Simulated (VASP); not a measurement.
Write the native input for VASP 6.6.1 that does the following.

```yaml
Task: single point
Functional: PBE
Potentials_or_basis: VASP PAW PBE potentials, release 64 (Al, P)
Cutoff: 500 eV
k_mesh: 6 × 6 × 6
Occupations: gaussian, width 0.1 eV
Spin: no spin polarisation
Dipole_correction: no
Further_INCAR_settings: ALGO = Normal; EDIFF = 1e-06; NBANDS = 11
```

The structure of AlP lies in POSCAR:

```
AlP
1.0
    0.0000000000      2.7364838100      2.7364838100
    2.7364838100      0.0000000000      2.7364838100
    2.7364838100      2.7364838100      0.0000000000
Al P
1 1
Direct
    0.0000000000      0.0000000000      0.0000000000
    0.7500000000      0.7500000000      0.7500000000
```

The input as run:

INCAR

```
SYSTEM = AlP
  PREC = Accurate
  ENCUT = 500
  EDIFF = 1E-6
  ISMEAR = 0
  SIGMA = 0.1
  LREAL = .False.
  LASPH = .True.
  NELM = 120
  ALGO = Normal
  ISIF = 2
  LWAVE = .False.
  LCHARG = .True.
  GGA = PE
  LELF = .True.
  LVHAR = .True.
  NBANDS = 11
  GGA_COMPAT = .False.
```

KPOINTS

```
Automatic mesh
0
Gamma
  6 6 6
  0 0 0
```

Potentials or basis: VASP PAW PBE potentials, release 64 (Al, P).

Launch:

```sh
$ cat potpaw_PBE.64/Al/POTCAR potpaw_PBE.64/P/POTCAR > POTCAR
$ mpirun -np 1 vasp_std > vasp.out
```

Results of the run:

- Pressure: 1.6 GPa
- Band gap on the k mesh: 1.59 eV (least direct gap 3.24 eV)

Run time: 5.6 s on 1 thread of AMD EPYC 7R13 Processor (Zen 3), with other jobs on the host, peak memory 0.12 GiB.
